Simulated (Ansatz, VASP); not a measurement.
NaGeCl3: VASP beside Ansatz

Contents of INCAR:

```
ALGO = Normal
EDIFF = 1E-6
ENCUT = 520
GGA = PE
ISIF = 2
ISMEAR = -1
LASPH = True
LCHARG = False
LREAL = False
LWAVE = False
NBANDS = 29
NELM = 60
PREC = Accurate
SIGMA = 0.02
```

The input KPOINTS:

```
k-points
0
Gamma
  6 6 6
```

Contents of POSCAR:

```
NaGeCl3
1.0
    5.2687335031      0.0000000000      0.0000000000
    0.0000000000      5.1908704464      0.0000000000
    0.0000000000      0.0000000000      5.1908704464
Na Ge Cl
1 1 3
Direct
    0.0000000000      0.0000000000      0.0000000000
    0.5000000000      0.5000000000      0.5000000000
    0.5000000000      0.5000000000      0.0000000000
    0.5000000000      0.0000000000      0.5000000000
    0.0000000000      0.5000000000      0.5000000000
```

Input for Ansatz:

```yaml
crystal:
  lattice:
    - [5.2687335031, 0.0, 0.0]
    - [0.0, 5.1908704464, 0.0]
    - [0.0, 0.0, 5.1908704464]
  atoms:
    - { symbol: Na, position: [0.0, 0.0, 0.0] }
    - { symbol: Ge, position: [0.5, 0.5, 0.5] }
    - { symbol: Cl, position: [0.5, 0.5, 0.0] }
    - { symbol: Cl, position: [0.5, 0.0, 0.5] }
    - { symbol: Cl, position: [0.0, 0.5, 0.5] }
kpoints:
  mp_grid: { grid: [6, 6, 6] }
  band_path:
    path: [[0.0, 0.0, 0.0], [0.0, 0.5, 0.0], [0.5, 0.5, 0.0], [0.5, 0.5, 0.5]]
    npoints: 1
hamiltonian:
  xc: pbe
scf:
  occupations: { method: fermi_dirac, width: 0.02 }
  n_extra_bands: 5
output:
  forces: true
  stress: true
  eigenvalues: true
```

Change from the starting cell: uniaxial_x strain +1.5%.

Alike in both runs: task single point; functional PBE; k mesh 6 × 6 × 6; occupations fermi-dirac, width 0.02 eV; no spin polarisation.

|  | VASP | Ansatz |
| --- | --- | --- |
| version | VASP 6.6.1 | Ansatz 0.2.0 |
| potentials or method | VASP PAW PBE potentials, release 64 (Na_pv, Ge_d, Cl) | plane waves, PAW |
| plane-wave cutoff (eV) | 520 | 420 |
| valence electrons in the cell | 42 | 44 |

|  | VASP | Ansatz | Ansatz less VASP |
| --- | --- | --- | --- |
| pressure (GPa) | 0.1 | 0.2 | +0.04 |
| traceless stress, the component that is largest in VASP (GPa) | -0.48 | -0.48 | +0.002 |

VASP's potentials hold 42 valence electrons a cell and Ansatz's 44, so a difference there can come from the potentials and not from the codes.
